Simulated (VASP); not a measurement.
# ScAl3 (Pm-3m) in VASP: notebook

ScAl3 is run at these levels: r2SCAN; tasks: single point.

Program: VASP 6.6.1. These are calculated values, not measurements. Logs are shortened: lines on timing, memory, paths and dates and some standing lists are left out, and cuts for length are marked.

## Step 1: The cell of the first run

Symmetry: Pm-3m, No. 221, cubic system. The conventional cell has a = 4.166 Å, b = 4.166 Å, c = 4.166 Å, α = 90.00°, β = 90.00°, γ = 90.00°. Within 3.9 Å of Sc (site symmetry m-3m) lie 12 Al at 2.95 Å. Al (site symmetry 4/mmm) has 4 Sc at 2.95 Å and 8 Al at 2.95 Å within 3.9 Å.

## Step 2: Single point, r2SCAN (volume scaled by 1.06)

Input file POSCAR:

```
ScAl3
1.0
    4.1656654707      0.0000000000      0.0000000000
    0.0000000000      4.1656654707      0.0000000000
    0.0000000000      0.0000000000      4.1656654707
Sc Al
1 3
Direct
    0.0000000000      0.0000000000      0.0000000000
    0.5000000000      0.0000000000      0.5000000000
    0.0000000000      0.5000000000      0.5000000000
    0.5000000000      0.5000000000      0.0000000000
```

Input file INCAR.step1:

```
PREC     = Accurate       # precision mode
ENCUT    = 520            # plane-wave cutoff, eV
ISMEAR   = 0              # smearing method
SIGMA    = 0.1            # smearing width, eV
LREAL    = False          # projectors in reciprocal space
LASPH    = True           # aspherical terms in the spheres
NELM     = 60             # most SCF steps
NBANDS   = 18             # bands
GGA      = PE             # functional
ALGO     = Normal         # electronic algorithm
EDIFF    = 1E-4           # SCF threshold, eV
LWAVE    = True           # write WAVECAR
LCHARG   = False          # write CHGCAR
```

Input file INCAR.step2:

```
PREC     = Accurate       # precision mode
ENCUT    = 520            # plane-wave cutoff, eV
EDIFF    = 1E-7           # SCF threshold, eV
ISMEAR   = 0              # smearing method
SIGMA    = 0.1            # smearing width, eV
LREAL    = False          # projectors in reciprocal space
LASPH    = True           # aspherical terms in the spheres
NELM     = 60             # most SCF steps
ALGO     = Normal         # electronic algorithm
ISIF     = 2              # what is computed and relaxed
LWAVE    = False          # write WAVECAR
LCHARG   = False          # write CHGCAR
METAGGA  = R2SCAN         # meta-GGA
LMIXTAU  = True         
NBANDS   = 18             # bands
ISTART   = 1
```

Input file KPOINTS:

```
regular mesh
0
Gamma
  10 10 10
```

Potentials or basis: VASP PAW PBE potentials, release 64 (Sc_sv, Al).

Run with:

```sh
> cat potpaw_PBE.64/Sc_sv/POTCAR potpaw_PBE.64/Al/POTCAR > POTCAR
> cp INCAR.step1 INCAR
> mpirun -np 1 vasp_std > vasp.out
> cp INCAR.step2 INCAR
> mpirun -np 1 vasp_std > vasp.out
```

OUTCAR:

```text
PREC = Accurate
   ENCUT = 520
   EDIFF = 1E-7
   ISMEAR = 0
   LREAL = False
   LASPH = True
   NELM = 60
   ISIF = 2
   METAGGA = R2SCAN
   ISTART = 1

 ion  position               nearest neighbor table
   1  0.000  0.000  0.000-   2 2.95   3 2.95   4 2.95   2 2.95   3 2.95   3 2.95   4 2.95   3 2.95
                             2 2.95   4 2.95   2 2.95   4 2.95
   2  0.500  0.000  0.500-   1 2.95   3 2.95   4 2.95   1 2.95   4 2.95   3 2.95   4 2.95   4 2.95
                             1 2.95   3 2.95   1 2.95   3 2.95
   3  0.000  0.500  0.500-   1 2.95   2 2.95   4 2.95   1 2.95   4 2.95   1 2.95   2 2.95   1 2.95
                             2 2.95   4 2.95   4 2.95   2 2.95
   4  0.500  0.500  0.000-   1 2.95   2 2.95   3 2.95   2 2.95   3 2.95   1 2.95   2 2.95   2 2.95
                             1 2.95   3 2.95   3 2.95   1 2.95

  LATTYP: Found a simple cubic cell.
 ALAT       =     4.1656654707

  Lattice vectors:

 A1 = (   4.1656654707,   0.0000000000,   0.0000000000)
 A2 = (   0.0000000000,   4.1656654707,   0.0000000000)
 A3 = (   0.0000000000,   0.0000000000,   4.1656654707)

Analysis of symmetry for initial positions (statically):
=====================================================================
 Subroutine PRICEL returns:
 Original cell was already a primitive cell.

 Routine SETGRP: Setting up the symmetry group for a
 simple cubic supercell.

 Subroutine GETGRP returns: Found 48 space group operations
 (whereof 48 operations were pure point group operations)
 out of a pool of 48 trial point group operations.

The static configuration has the point symmetry O_h .

Analysis of symmetry for dynamics (positions and initial velocities):
=====================================================================
 Subroutine PRICEL returns:
 Original cell was already a primitive cell.

 Routine SETGRP: Setting up the symmetry group for a
 simple cubic supercell.

 Subroutine GETGRP returns: Found 48 space group operations
 (whereof 48 operations were pure point group operations)
 out of a pool of 48 trial point group operations.

The dynamic configuration has the point symmetry O_h .

 Subroutine INISYM returns: Found 48 space group operations
 (whereof 48 operations are pure point group operations),
 and found     1 'primitive' translations

----------------------------------------------------------------------------------------

                                     Primitive cell

  volume of cell :      72.2858

  direct lattice vectors                    reciprocal lattice vectors
[... 89 lines left out ...]
   ENCUT  =  520.0 eV  38.22 Ry    6.18 a.u.   7.75  7.75  7.75*2*pi/ulx,y,z
   NELM   =     60;   NELMIN=  2; NELMDL=  0     # of ELM steps
   EDIFF  = 0.1E-06   stopping-criterion for ELM
   LREAL  =      F    real-space projection
   EDIFFG = 0.1E-05   stopping-criterion for IOM
   NSW    =      0    number of steps for IOM
   IBRION =     -1    ionic relax: 0-MD 1-quasi-New 2-CG
   NFREE  =      0    steps in history (QN), initial steepest desc. (CG)
   ISIF   =      2    stress and relaxation
   ISYM   =      2    0-nonsym 1-usesym 2-fastsym
   POTIM  = 0.5000    time-step for ionic-motion
   TEBEG  =    0.0;   TEEND  =   0.0 temperature during run
   PSTRESS=    0.0 pullay stress
   NELECT =      20.0000    total number of electrons
   NUPDOWN=      -1.0000    fix difference up-down
   EMIN   =  10.00;   EMAX   =-10.00  energy-range for DOS
   EFERMI =   0.00;   METHOD = LEGACY
   ISMEAR =     0;   SIGMA  =   0.10  broadening in eV -4-tet -1-fermi 0-gaus
   EFERMI_NEDOS =   21; number of points for ismear=-14 and -15
   IALGO  =     38    algorithm
   IMIX   =      4    mixing-type and parameters
     AMIX     =   0.40;   BMIX     =  1.00
     AMIX_MAG =   1.60;   BMIX_MAG =  1.00
  volume/ion in A,a.u.               =      18.07       121.95
  Fermi-wavevector in a.u.,A,eV,Ry     =   1.066761  2.015886 15.483143  1.137979
  Thomas-Fermi vector in A             =   2.202356
   LORBIT       =      0    0 simple, 1 ext, 2 COOP (PROOUT), +10 PAW based schemes
   METAGGA = R2SCAN    functional components
   LHFCALC =     F    Hartree Fock is set to
   AEXX    =    0.0000 exact exchange contribution
   IVDW    =     0    specifies the selected vdW correction
   LEPSILON=     F    determine dielectric tensor
   LRPA    =     F    only Hartree local field effects (RPA)
 non-spin polarized calculation
 Gauss-broadening in eV      SIGMA  =   0.10
  energy-cutoff  :      520.00
  volume of cell :       72.29
 maximum number of plane-waves:      1960
 NGX is ok and might be reduce to    32
   NGX = 15   NGY = 15   NGZ = 15

 number of electron      19.9999995 magnetization

 Free energy of the ion-electron system (eV)
  ---------------------------------------------------
  ext. energy  EPLUGINS =         0.00000000
  ---------------------------------------------------
  free energy    TOTEN  =       -33.44613559 eV

  energy without entropy =      -33.43987719  energy(sigma->0) =      -33.44300639

 E-fermi :   6.8278     XC(G=0): -10.8916

 val. band max:        6.8249797778   @ k =   0.4000   0.1000   0.1000
 cond. band min:       6.8697334244   @ k =   0.3000   0.0000   0.0000
 fundamental gap:      0.0447536466
 Fermi energy:         6.8277644704

 k-point     1 :       0.0000    0.0000    0.0000
  band No.  band energies     occupation
      1     -44.4756      2.00000
      2     -22.1921      2.00000
      3     -22.1921      2.00000
      4     -22.1921      2.00000
      5      -3.5297      2.00000
      6       4.1629      2.00000
[... 481 lines left out ...]
      5      -2.5286      2.00000
      6       1.0567      2.00000
[... 10 lines left out ...]
     17      11.6422      0.00000
     18      12.4476      0.00000

 [... further k-points ...]
[... 5 lines left out ...]
  --------------------------------------------------------------------------------------
  -------------------------------------------------------------------------------------
  Total       -2.1993409     -2.1993409     -2.1993409      0.0000000      0.0000000     -0.0000000
  in kB      -48.7472328    -48.7472328    -48.7472328      0.0000000      0.0000000     -0.0000000
  external PRESSURE =     -48.7472328 kB  Pullay stress =       0.0000000 kB

 VOLUME and BASIS-vectors are now :
 -----------------------------------------------------------------------------
  energy-cutoff  :      520.00
  volume of cell :       72.29
      direct lattice vectors                 reciprocal lattice vectors
     4.165665471  0.000000000  0.000000000     0.240057683  0.000000000  0.000000000
     0.000000000  4.165665471  0.000000000     0.000000000  0.240057683  0.000000000
     0.000000000  0.000000000  4.165665471     0.000000000  0.000000000  0.240057683

 POSITION                                       TOTAL-FORCE (eV/Angst)
 -----------------------------------------------------------------------------------
      0.00000      0.00000      0.00000         0.000000      0.000000      0.000000
      2.08283      0.00000      2.08283         0.000000      0.000000      0.000000
      0.00000      2.08283      2.08283         0.000000      0.000000      0.000000
      2.08283      2.08283      0.00000         0.000000      0.000000      0.000000
 -----------------------------------------------------------------------------------
    total drift:                                0.000000      0.000000      0.000000

  FREE ENERGIE OF THE ION-ELECTRON SYSTEM (eV)
  ---------------------------------------------------
  free  energy   TOTEN  =       -33.4461355869 eV

  energy  without entropy=      -33.4398771934  energy(sigma->0) =      -33.44300639
```

OUTCAR.step1:

```text
PREC = Accurate
   ENCUT = 520
   ISMEAR = 0
   LREAL = False
   LASPH = True
[... 736 lines left out ...]
      0.00000      0.00000      0.00000         0.000000      0.000000      0.000000
      2.08283      0.00000      2.08283         0.000000      0.000000      0.000000
      0.00000      2.08283      2.08283         0.000000      0.000000      0.000000
      2.08283      2.08283      0.00000         0.000000      0.000000      0.000000
 -----------------------------------------------------------------------------------
    total drift:                               -0.000000      0.000000      0.000000

  FREE ENERGIE OF THE ION-ELECTRON SYSTEM (eV)
  ---------------------------------------------------
  free  energy   TOTEN  =       -19.2669814821 eV

  energy  without entropy=      -19.2593152273  energy(sigma->0) =      -19.26314835
```

Wall time 93 s (1 thread of Intel Xeon Platinum 8559C (Emerald Rapids), shared host); peak memory 0.23 GiB.

Results:

```yaml
Free_energy: -33.4461 eV
Pressure: -4.9 GPa
Band_gap_on_the_k_mesh: zero (band 10 reaches 7.67 eV, above the bottom of band 11 at 3.60 eV)
```

Caveat: the cell differs from its parent crystal (volume scaled by 1.06); the PAW data sets were made with another functional, which shifts forces and pressure a little.

## Step 3: Single point, r2SCAN

This run uses another cell than the first one, of 17.05 Å³/atom, 0.943 times its volume.

Input file POSCAR:

```
ScAl3
1.0
    4.0855365686      0.0000000000      0.0000000000
    0.0000000000      4.0855365686      0.0000000000
    0.0000000000      0.0000000000      4.0855365686
Sc Al
1 3
Direct
    0.0000000000      0.0000000000      0.0000000000
    0.5000000000      0.0000000000      0.5000000000
    0.0000000000      0.5000000000      0.5000000000
    0.5000000000      0.5000000000      0.0000000000
```

Input file INCAR.step1:

```
PREC = Accurate
ENCUT = 520
ISMEAR = 0
SIGMA = 0.1
LREAL = F
LASPH = T
NELM = 60
NBANDS = 18
GGA = PE
ALGO = Normal
EDIFF = 1E-4
LWAVE = T
LCHARG = F
```

Input file INCAR.step2:

```
PREC = Accurate
ENCUT = 520
EDIFF = 1E-6
ISMEAR = 0
SIGMA = 0.1
LREAL = F
LASPH = T
NELM = 60
ALGO = Normal
ISIF = 2
LWAVE = F
LCHARG = F
METAGGA = R2SCAN
LMIXTAU = T
NBANDS = 18
ISTART = 1
```

Input file KPOINTS:

```
Automatic mesh
0
Gamma
  10 10 10
```

Potentials or basis: VASP PAW PBE potentials, release 64 (Sc_sv, Al).

Run with:

```sh
> cat potpaw_PBE.64/Sc_sv/POTCAR potpaw_PBE.64/Al/POTCAR > POTCAR
> cp INCAR.step1 INCAR
> mpirun -np 1 vasp_std > vasp.out
> cp INCAR.step2 INCAR
> mpirun -np 1 vasp_std > vasp.out
```

It took 2.6 min on 1 thread of Oxide Virtual Turin-like, shared host; peak memory 0.18 GiB.

The run converged. Its results:

```yaml
Free_energy: -33.5114 eV
Pressure: 0.0 GPa
Band_gap_on_the_k_mesh: zero (band 10 reaches 8.30 eV, above the bottom of band 11 at 4.05 eV)
```

Levels at points of the mesh, in eV from the Fermi level:
```
           k point  band 7  band 8  band 9  band 10  band 11  band 12  band 13  band 14
(0.00, 0.00, 0.00)   -2.73   -2.03   -2.03    -2.03     1.30     1.40     1.40     1.40
(0.50, 0.00, 0.00)   -1.87   -1.87   -1.60     0.97     0.97     1.18     1.33     1.78
(0.50, 0.50, 0.00)   -6.00   -4.71   -0.58    -0.58     1.18     1.51     2.31     2.78
(0.50, 0.50, 0.50)   -5.03   -4.84   -3.29    -3.29    -3.29     1.05     2.89     2.89
```

Caveat: the PAW data sets were made with another functional, which shifts forces and pressure a little.

## Step 4: Single point, r2SCAN

This run uses another cell than the first one, of 17.05 Å³/atom, 0.943 times its volume.

POSCAR is that of step 3.

Input file INCAR.step1:

```
  ALGO = Normal
  EDIFF = 1E-4
  ENCUT = 520
  GGA = PE
  ISMEAR = 0
  LASPH = True
  LCHARG = False
  LREAL = False
  LWAVE = True
  NBANDS = 18
  NELM = 60
  PREC = Accurate
  SIGMA = 0.1
```

Input file INCAR.step2:

```
  ALGO = Normal
  EDIFF = 1E-7
  ENCUT = 520
  ISIF = 2
  ISMEAR = 0
  ISTART = 1
  LASPH = True
  LCHARG = False
  LMIXTAU = True
  LREAL = False
  LWAVE = False
  METAGGA = R2SCAN
  NBANDS = 18
  NELM = 60
  PREC = Accurate
  SIGMA = 0.1
```

Input file KPOINTS:

```
k-points
0
Gamma
  14 14 14
```

Run with:

```sh
> cat potpaw_PBE.64/Sc_sv/POTCAR potpaw_PBE.64/Al/POTCAR > POTCAR
> cp INCAR.step1 INCAR
> mpirun -np 1 vasp_std > vasp.out
> cp INCAR.step2 INCAR
> mpirun -np 1 vasp_std > vasp.out
```

It took 4.8 min on 1 thread of Oxide Virtual Turin-like, shared host; peak memory 0.24 GiB.

It converged, with:

* Free energy: -33.5135 eV
* Pressure: 0.0 GPa
* Band gap on the k mesh: zero (band 10 reaches 8.31 eV, above the bottom of band 11 at 4.05 eV)

Levels at points of the mesh, in eV from the Fermi level:
```
           k point  band 7  band 8  band 9  band 10  band 11  band 12  band 13  band 14
(0.00, 0.00, 0.00)   -2.74   -2.04   -2.04    -2.04     1.29     1.39     1.39     1.39
(0.50, 0.00, 0.00)   -1.88   -1.88   -1.61     0.96     0.96     1.17     1.32     1.76
(0.50, 0.50, 0.00)   -6.01   -4.72   -0.59    -0.59     1.18     1.49     2.30     2.77
(0.50, 0.50, 0.50)   -5.04   -4.85   -3.30    -3.30    -3.30     1.04     2.88     2.88
```

Caveat: the PAW data sets were made with another functional, which shifts forces and pressure a little.

## Step 5: Summary

| cell | k mesh | gap on the mesh (eV) | pressure (GPa) |
| --- | --- | --- | --- |
| a = 4.166 Å, 4 atoms | 10 × 10 × 10 | none | -4.9 |
| a = 4.086 Å, 4 atoms | 10 × 10 × 10 | none | 0.0 |
| a = 4.086 Å, 4 atoms | 14 × 14 × 14 | none | 0.0 |

Alike in all rows: task single point; level r2SCAN; potentials or basis VASP PAW PBE potentials, release 64 (Sc_sv, Al); no spin polarisation; cutoff (eV) 520; smearing gaussian 0.1 eV.

Caveats: the PAW data sets were made with another functional, which shifts forces and pressure a little.

Total energies depend on the potentials used, so only differences within one code and one set of settings carry meaning.
